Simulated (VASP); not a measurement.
HfN: single point with r2SCAN

The system is HfN.

```xyz
4
Lattice="3.0814 0.0000 0.0000 -1.5407 2.6686 0.0000 0.0000 0.0000 5.4777" Properties=species:S:1:pos:R:3 pbc="T T T"
Hf    1.5407    0.8895    4.1082
Hf    0.0000    1.7791    1.3694
N     0.0000    0.0000    0.0000
N     0.0000    0.0000    2.7388
```

This cell differs from its parent crystal: biaxial strain in the a-b plane: -2.0 %, then relaxed in part.

```
Program             : VASP 6.6.1
Task                : single point
Functional          : r2SCAN
Potentials or basis : VASP PAW PBE potentials, release 64 (Hf_pv, N)
Cutoff              : 520 eV
k mesh              : 18 × 18 × 10
Occupations         : gaussian, width 0.1 eV
Spin                : no spin polarisation
```

- Pressure: 6.4 GPa
- Band gap on the k mesh: zero (band 15 reaches 10.00 eV, above the bottom of band 16 at 7.65 eV)

Stress tensor (GPa, compression positive):
```
10.94  0.00  0.00
 0.00 10.94  0.00
 0.00  0.00 -2.67
```

Levels at points of the mesh, in eV from the Fermi level:
```csv
k point,band 12,band 13,band 14,band 15,band 16,band 17,band 18,band 19
"(0.00, 0.00, 0.00)",-3.79,-3.79,-2.18,-0.78,0.93,0.93,1.65,2.18
"(0.50, 0.00, 0.00)",-5.75,-3.44,-2.92,-2.88,2.37,3.09,4.87,5.16
"(0.00, 0.00, 0.50)",-4.54,-4.54,-4.54,1.89,1.89,3.08,3.08,3.08
"(0.50, 0.00, 0.50)",-5.91,-4.72,-4.72,-0.29,-0.29,5.33,5.33,5.38
```

Wall time 20 min on 1 thread of Oxide Virtual Turin-like Processor (shared host), peak memory 0.28 GiB.

Caveat: the cell differs from its parent crystal (biaxial strain in the a-b plane: -2.0 %, then relaxed in part); the PAW data sets were made with another functional, which shifts forces and pressure a little; spin-orbit coupling is left out, which moves the levels of the heavy elements.
